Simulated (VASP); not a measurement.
# InSb (Pmmn) in VASP: further runs

The runs below take InSb through single point, with PBE+D3(BJ).

Everything below comes from runs of VASP 6.6.1. Logs are shortened: lines on timing, memory, paths and dates and some standing lists are left out, and cuts for length are marked.

### 1 The cell of the first run

The typed cell holds 4 atoms: a = 5.525 Å, b = 5.528 Å, c = 3.354 Å, α = 90.00°, β = 90.00°, γ = 90.00°.

### 2 Single point, PBE+D3(BJ) (volume scaled by 0.96)

Input file INCAR:

```
ALGO     = Normal         # electronic algorithm
EDIFF    = 1E-6           # SCF threshold, eV
ENCUT    = 520            # plane-wave cutoff, eV
GGA      = PE             # functional
ISIF     = 2              # what is computed and relaxed
ISMEAR   = 0              # smearing method
IVDW     = 12             # dispersion correction
LASPH    = True           # aspherical terms in the spheres
LCHARG   = False          # write CHGCAR
LREAL    = False          # projectors in reciprocal space
LWAVE    = False          # write WAVECAR
NBANDS   = 26             # bands
NELM     = 100            # most SCF steps
PREC     = Accurate       # precision mode
SIGMA    = 0.05           # smearing width, eV
```

Input file KPOINTS:

```
k-points
0
Gamma
  4 4 8
```

Input file POSCAR:

```
InSb
1.0
    5.5254697372      0.0000000000      0.0000000000
    0.0000000000      5.5277190026      0.0000000000
    0.0000000000      0.0000000000      3.3544442211
In Sb
2 2
Direct
    0.0000000000      0.0000000000      0.0005571555
    0.5000000000      0.5000000000     -0.0005571555
    0.5000000000      0.0000000000      0.6502697940
    0.0000000000      0.5000000000      0.3497302060
```

Potentials or basis: VASP PAW PBE potentials, release 64 (In_d, Sb).

The run is started by

```
$ cat potpaw_PBE.64/In_d/POTCAR potpaw_PBE.64/Sb/POTCAR > POTCAR
$ mpirun -np 1 vasp_std > vasp.out
```

OUTCAR:

```text
EDIFF = 1E-6
   ENCUT = 520
   GGA = PE
   ISIF = 2
   ISMEAR = 0
   IVDW = 12
   LASPH = True
   LREAL = False
   NELM = 100
   PREC = Accurate
 IVDW          = 12

 ion  position               nearest neighbor table
   1  0.000  0.000  0.001-   4 3.00   4 3.00   3 3.00   3 3.00   3 3.52   3 3.52   4 3.52   4 3.52
                             2 3.91   2 3.91   2 3.91   2 3.91
   2  0.500  0.500  0.999-   3 3.00   3 3.00   4 3.00   4 3.00   4 3.52   4 3.52   3 3.52   3 3.52
                             1 3.91   1 3.91   1 3.91   1 3.91
   3  0.500  0.000  0.650-   2 3.00   2 3.00   1 3.00   1 3.00   1 3.52   1 3.52   2 3.52   2 3.52

   4  0.000  0.500  0.350-   1 3.00   1 3.00   2 3.00   2 3.00   2 3.52   2 3.52   1 3.52   1 3.52

  LATTYP: Found a simple orthorhombic cell.
 ALAT       =     3.3544442211
 B/A-ratio  =     1.6472087097
 C/A-ratio  =     1.6478792427

  Lattice vectors:

 A1 = (   0.0000000000,   0.0000000000,   3.3544442211)
 A2 = (   5.5254697372,   0.0000000000,   0.0000000000)
 A3 = (   0.0000000000,   5.5277190026,   0.0000000000)

Analysis of symmetry for initial positions (statically):
=====================================================================
 Subroutine PRICEL returns:
 Original cell was already a primitive cell.

 Routine SETGRP: Setting up the symmetry group for a
 simple orthorhombic supercell.

 Subroutine GETGRP returns: Found  8 space group operations
 (whereof  4 operations were pure point group operations)
 out of a pool of  8 trial point group operations.

The static configuration has the point symmetry C_2v.
 The point group associated with its full space group is D_2h.

Analysis of symmetry for dynamics (positions and initial velocities):
=====================================================================
 Subroutine PRICEL returns:
 Original cell was already a primitive cell.

 Routine SETGRP: Setting up the symmetry group for a
 simple orthorhombic supercell.

 Subroutine GETGRP returns: Found  8 space group operations
 (whereof  4 operations were pure point group operations)
 out of a pool of  8 trial point group operations.

The dynamic configuration has the point symmetry C_2v.
 The point group associated with its full space group is D_2h.

 Subroutine INISYM returns: Found  8 space group operations
 (whereof  4 operations are pure point group operations),
 and found     1 'primitive' translations

----------------------------------------------------------------------------------------

                                     Primitive cell

  volume of cell :     102.4556

  direct lattice vectors                    reciprocal lattice vectors
     5.525469737  0.000000000  0.000000000     0.180980088  0.000000000  0.000000000
     0.000000000  5.527719003  0.000000000     0.000000000  0.180906446  0.000000000
     0.000000000  0.000000000  3.354444221     0.000000000  0.000000000  0.298111977

  length of vectors
     5.525469737  5.527719003  3.354444221     0.180980088  0.180906446  0.298111977

  position of ions in fractional coordinates (direct lattice)
     0.000000000  0.000000000  0.000557155
     0.500000000  0.500000000  0.999442845
     0.500000000  0.000000000  0.650269794
     0.000000000  0.500000000  0.349730206

  ion indices of the primitive-cell ions
   primitive index   ion index
                 1           1
                 2           2
                 3           3
                 4           4

----------------------------------------------------------------------------------------

 KPOINTS: k-points

Automatic generation of k-mesh.
 Grid dimensions read from file:
 generate k-points for:    4    4    8

 Generating k-lattice:

  Cartesian coordinates                     Fractional coordinates (reciprocal lattice)
     0.045245022  0.000000000  0.000000000     0.250000000  0.000000000  0.000000000
     0.000000000  0.045226612  0.000000000     0.000000000  0.250000000  0.000000000
     0.000000000  0.000000000  0.037263997     0.000000000  0.000000000  0.125000000

  Length of vectors
     0.045245022  0.045226612  0.037263997

  Shift w.r.t. Gamma in fractional coordinates (k-lattice)
     0.000000000  0.000000000  0.000000000

 Subroutine IBZKPT returns following result:
 ===========================================

 Found     45 irreducible k-points:

 Following reciprocal coordinates:
            Coordinates               Weight
  0.000000  0.000000  0.000000      1.000000
  0.250000  0.000000  0.000000      2.000000
  0.500000  0.000000  0.000000      1.000000
  0.000000  0.250000  0.000000      2.000000
  0.250000  0.250000  0.000000      4.000000
  0.500000  0.250000  0.000000      2.000000
[... 16 lines left out ...]
  0.250000  0.250000  0.250000      8.000000
  0.500000  0.250000  0.250000      4.000000
 [... further k-points ...]
   k-points           NKPTS =     45   k-points in BZ     NKDIM =     45   number of bands    NBANDS=     26
   number of dos      NEDOS =    301   number of ions     NIONS =      4
   total plane-waves  NPLWV =  49392
   dimension x,y,z NGX =    42 NGY =   42 NGZ =   28
   dimension x,y,z NGXF=    84 NGYF=   84 NGZF=   56
   ions per type =               2   2
   NGX,Y,Z   is equivalent  to a cutoff of  12.64, 12.63, 13.88 a.u.
   NGXF,Y,Z  is equivalent  to a cutoff of  25.27, 25.26, 27.75 a.u.
 SYSTEM =  unknown system
   PREC   = accura    normal or accurate (medium, high low for compatibility)
   ISTART =      0    job   : 0-new  1-cont  2-samecut
   ICHARG =      2    charge: 1-file 2-atom 10-const
   ISPIN  =      1    spin polarized calculation?
   LNONCOLLINEAR =      F non collinear calculations
   LSORBIT =      F    spin-orbit coupling
   LASPH  =      T    aspherical Exc in radial PAW
   ENCUT  =  520.0 eV  38.22 Ry    6.18 a.u.  10.27 10.28  6.24*2*pi/ulx,y,z
   NELM   =    100;   NELMIN=  2; NELMDL= -5     # of ELM steps
   EDIFF  = 0.1E-05   stopping-criterion for ELM
   LREAL  =      F    real-space projection
   EDIFFG = 0.1E-04   stopping-criterion for IOM
   NSW    =      0    number of steps for IOM
   IBRION =     -1    ionic relax: 0-MD 1-quasi-New 2-CG
   NFREE  =      0    steps in history (QN), initial steepest desc. (CG)
   ISIF   =      2    stress and relaxation
   ISYM   =      2    0-nonsym 1-usesym 2-fastsym
   POTIM  = 0.5000    time-step for ionic-motion
   TEBEG  =    0.0;   TEEND  =   0.0 temperature during run
   PSTRESS=    0.0 pullay stress
   NELECT =      36.0000    total number of electrons
   NUPDOWN=      -1.0000    fix difference up-down
   EMIN   =  10.00;   EMAX   =-10.00  energy-range for DOS
   EFERMI =   0.00;   METHOD = LEGACY
   ISMEAR =     0;   SIGMA  =   0.05  broadening in eV -4-tet -1-fermi 0-gaus
   EFERMI_NEDOS =   21; number of points for ismear=-14 and -15
   IALGO  =     38    algorithm
   IMIX   =      4    mixing-type and parameters
     AMIX     =   0.40;   BMIX     =  1.00
     AMIX_MAG =   1.60;   BMIX_MAG =  1.00
  volume/ion in A,a.u.               =      25.61       172.85
  Fermi-wavevector in a.u.,A,eV,Ry     =   1.155217  2.183044 18.157348  1.334527
  Thomas-Fermi vector in A             =   2.291848
   LORBIT       =      0    0 simple, 1 ext, 2 COOP (PROOUT), +10 PAW based schemes
   GGA     = PE    functional components
   LHFCALC =     F    Hartree Fock is set to
   AEXX    =    0.0000 exact exchange contribution
   IVDW    =    12    specifies the selected vdW correction
   LEPSILON=     F    determine dielectric tensor
   LRPA    =     F    only Hartree local field effects (RPA)
 non-spin polarized calculation
 Gauss-broadening in eV      SIGMA  =   0.05
  energy-cutoff  :      520.00
  volume of cell :      102.46
 maximum number of plane-waves:      2792
 NGX is ok and might be reduce to    42
   NGX = 21   NGY = 21   NGZ = 13

 number of electron      36.0000022 magnetization

 Free energy of the ion-electron system (eV)
  ---------------------------------------------------
  ext. energy  EPLUGINS =         0.00000000
  ---------------------------------------------------
  free energy    TOTEN  =       -13.23126126 eV

  energy without entropy =      -13.22862304  energy(sigma->0) =      -13.22994215

 E-fermi :   8.4095     XC(G=0): -10.3601

 val. band max:        8.3815753014   @ k =   0.0000   0.2500   0.3750
 cond. band min:       8.4348249097   @ k =   0.0000   0.0000   0.2500
 fundamental gap:      0.0532496083
 Fermi energy:         8.4094683913

 k-point     1 :       0.0000    0.0000    0.0000
  band No.  band energies     occupation
      1      -6.4563      2.00000
      2      -6.4513      2.00000
      3      -6.3969      2.00000
      4      -6.3116      2.00000
      5      -6.2491      2.00000
      6      -6.2132      2.00000
[... 18 lines left out ...]
     25      16.0891      0.00000
     26      16.0957      0.00000

 k-point     2 :       0.2500    0.0000    0.0000
  band No.  band energies     occupation
      1      -6.4412      2.00000
      2      -6.4189      2.00000
      3      -6.4015      2.00000
      4      -6.2927      2.00000
      5      -6.2687      2.00000
      6      -6.2104      2.00000
[... 18 lines left out ...]
     25      16.0860      0.00000
     26      16.3165      0.00000

 k-point     3 :       0.5000    0.0000    0.0000
  band No.  band energies     occupation
      1      -6.4208      2.00000
      2      -6.4208      2.00000
      3      -6.3331      2.00000
      4      -6.3331      2.00000
      5      -6.2439      2.00000
      6      -6.2439      2.00000
[... 572 lines left out ...]
 k-point    23 :       0.2500    0.2500    0.2500
  band No.  band energies     occupation
      1      -6.3613      2.00000
      2      -6.3086      2.00000
      3      -6.2987      2.00000
      4      -6.2820      2.00000
      5      -6.2740      2.00000
      6      -6.2654      2.00000
[... 18 lines left out ...]
     25      14.5374      0.00000
     26      14.8357      0.00000

 k-point    24 :       0.5000    0.2500    0.2500
  band No.  band energies     occupation
      1      -6.3200      2.00000
      2      -6.3200      2.00000
      3      -6.2900      2.00000
      4      -6.2900      2.00000
      5      -6.2857      2.00000
      6      -6.2857      2.00000
[... 18 lines left out ...]
     25      14.1856      0.00000
     26      14.1856      0.00000

 [... further k-points ...]

------------------------ aborting loop because EDIFF is reached ----------------------------------------

 Edisp (eV)   -1.77524

 E8    (eV) :    -0.8511

  FORCE on cell =-STRESS in cart. coord.  units (eV):
  Direction    XX          YY          ZZ          XY          YZ          ZX
  --------------------------------------------------------------------------------------
  -------------------------------------------------------------------------------------
  Total       1.46328     1.45965     1.51083     0.00000     0.00000     0.00000
  in kB      22.88242    22.82568    23.62602     0.00000     0.00000     0.00000
  external pressure =       23.11 kB  Pullay stress =        0.00 kB

 VOLUME and BASIS-vectors are now :
 -----------------------------------------------------------------------------
  energy-cutoff  :      520.00
  volume of cell :      102.46
      direct lattice vectors                 reciprocal lattice vectors
     5.525469737  0.000000000  0.000000000     0.180980088  0.000000000  0.000000000
     0.000000000  5.527719003  0.000000000     0.000000000  0.180906446  0.000000000
     0.000000000  0.000000000  3.354444221     0.000000000  0.000000000  0.298111977

 POSITION                                       TOTAL-FORCE (eV/Angst)
 -----------------------------------------------------------------------------------
      0.00000      0.00000      0.00187         0.000000      0.000000     -0.000334
      2.76273      2.76386      3.35258         0.000000      0.000000      0.000334
      2.76273      0.00000      2.18129         0.000000      0.000000     -0.003663
      0.00000      2.76386      1.17315         0.000000      0.000000      0.003663
 -----------------------------------------------------------------------------------
    total drift:                                0.000000     -0.000000      0.000000

  FREE ENERGIE OF THE ION-ELECTRON SYSTEM (eV)
  ---------------------------------------------------
  free  energy   TOTEN  =       -15.0064990511 eV

  energy  without entropy=      -15.0038608314  energy(sigma->0) =      -15.00517994
```

Run time: 41 s. Hardware: 1 thread of Intel Xeon 6975P-C (Granite Rapids), shared host; peak memory 0.28 GiB.

What came out:

```yaml
Free_energy: -15.0065 eV
Pressure: 2.3 GPa
Largest_force: 0.004 eV/Å
Band_gap_on_the_k_mesh: zero (band 18 reaches 10.51 eV, above the bottom of band 19 at 6.81 eV)
Dispersion_energy_per_atom: -0.444 eV
```

Forces on the atoms (eV/Å):
```
In   0.000  0.000  0.000
In   0.000  0.000  0.000
Sb   0.000  0.000 -0.004
Sb   0.000  0.000  0.004
```

Stress tensor (GPa, compression positive):
```
2.29 0.00 0.00
0.00 2.28 0.00
0.00 0.00 2.36
```

Levels at points of the mesh, in eV from the Fermi level:
| k point | band 16 | band 17 | band 18 | band 19 | band 20 | band 21 |
| --- | --- | --- | --- | --- | --- | --- |
| (0.00, 0.00, 0.00) | -2.34 | -1.77 | -1.77 | 2.37 | 2.55 | 3.42 |
| (0.50, 0.00, 0.00) | -3.79 | 0.78 | 0.78 | 2.53 | 2.53 | 4.64 |
| (0.00, 0.50, 0.00) | -3.79 | 0.77 | 0.77 | 2.53 | 2.53 | 4.64 |
| (0.50, 0.50, 0.00) | 0.09 | 2.10 | 2.10 | 2.59 | 2.59 | 2.83 |
| (0.00, 0.00, 0.50) | -1.76 | -1.76 | -1.60 | -1.60 | -0.89 | 1.57 |
| (0.50, 0.00, 0.50) | -2.01 | -1.58 | -1.58 | -1.33 | -1.33 | 1.56 |
| (0.00, 0.50, 0.50) | -2.01 | -1.57 | -1.57 | -1.32 | -1.32 | 1.55 |
| (0.50, 0.50, 0.50) | -4.53 | -3.99 | -3.99 | 2.55 | 2.55 | 4.41 |

Caveat: spin-orbit coupling is left out, which moves the levels of the heavy elements; pairwise dispersion overbinds metals, which lowers pressure and volume.

### 3 Single point, PBE+D3(BJ) (volume scaled by 0.96)

Input file INCAR:

```
PREC     = Accurate       # precision mode
ENCUT    = 520            # plane-wave cutoff, eV
EDIFF    = 1E-6           # SCF threshold, eV
ISMEAR   = 0              # smearing method
SIGMA    = 0.05           # smearing width, eV
LREAL    = F              # projectors in reciprocal space
LASPH    = T              # aspherical terms in the spheres
NELM     = 60             # most SCF steps
ALGO     = Normal         # electronic algorithm
ISIF     = 2              # what is computed and relaxed
LWAVE    = F              # write WAVECAR
LCHARG   = F              # write CHGCAR
GGA      = PE             # functional
IVDW     = 12             # dispersion correction
NBANDS   = 26             # bands
```

Input file KPOINTS:

```
regular mesh
0
Gamma
  4 4 8
```

Input file POSCAR:

```
InSb
1.0
    5.5361869100      0.0000000000      0.0000000000
    0.0000000000      5.5383299548      0.0000000000
    0.0000000000      0.0000000000      3.3600438880
In Sb
2 2
Direct
    0.0000000000      0.0000000000      0.0005439466
    0.5000000000      0.5000000000     -0.0005439466
    0.5000000000      0.0000000000      0.6515175996
    0.0000000000      0.5000000000      0.3484824004
```

Potentials or basis: VASP PAW PBE potentials, release 64 (In_d, Sb).

The run is started by

```
$ cat potpaw_PBE.64/In_d/POTCAR potpaw_PBE.64/Sb/POTCAR > POTCAR
$ mpirun -np 1 vasp_std > vasp.out
```

Run time: 46 s. Hardware: 1 thread of Intel Xeon 6975P-C (Granite Rapids), shared host; peak memory 0.28 GiB.

It converged, with:

* Free energy: -15.0141 eV
* Pressure: 2.0 GPa
* Largest force: 0.004 eV/Å
* Band gap on the k mesh: zero (band 18 reaches 10.42 eV, above the bottom of band 19 at 6.76 eV)
* Dispersion energy per atom: -0.441 eV

Forces on the atoms (eV/Å):
```
In   0.000  0.000  0.000
In   0.000  0.000  0.000
Sb   0.000  0.000 -0.004
Sb   0.000  0.000  0.004
```

Stress tensor (GPa, compression positive):
```
1.96 0.00 0.00
0.00 1.95 0.00
0.00 0.00 2.03
```

Levels at points of the mesh, in eV from the Fermi level:
| k point | band 16 | band 17 | band 18 | band 19 | band 20 | band 21 |
| --- | --- | --- | --- | --- | --- | --- |
| (0.00, 0.00, 0.00) | -2.36 | -1.76 | -1.76 | 2.38 | 2.54 | 3.43 |
| (0.50, 0.00, 0.00) | -3.76 | 0.77 | 0.77 | 2.52 | 2.52 | 4.61 |
| (0.00, 0.50, 0.00) | -3.76 | 0.77 | 0.77 | 2.52 | 2.52 | 4.61 |
| (0.50, 0.50, 0.00) | 0.08 | 2.08 | 2.08 | 2.59 | 2.59 | 2.81 |
| (0.00, 0.00, 0.50) | -1.76 | -1.75 | -1.58 | -1.58 | -0.87 | 1.54 |
| (0.50, 0.00, 0.50) | -1.99 | -1.58 | -1.58 | -1.32 | -1.32 | 1.58 |
| (0.00, 0.50, 0.50) | -1.99 | -1.57 | -1.57 | -1.32 | -1.32 | 1.57 |
| (0.50, 0.50, 0.50) | -4.52 | -3.96 | -3.96 | 2.55 | 2.55 | 4.39 |

Caveat: three body term missing; spin-orbit coupling is left out, which moves the levels of the heavy elements; pairwise dispersion overbinds metals, which lowers pressure and volume.
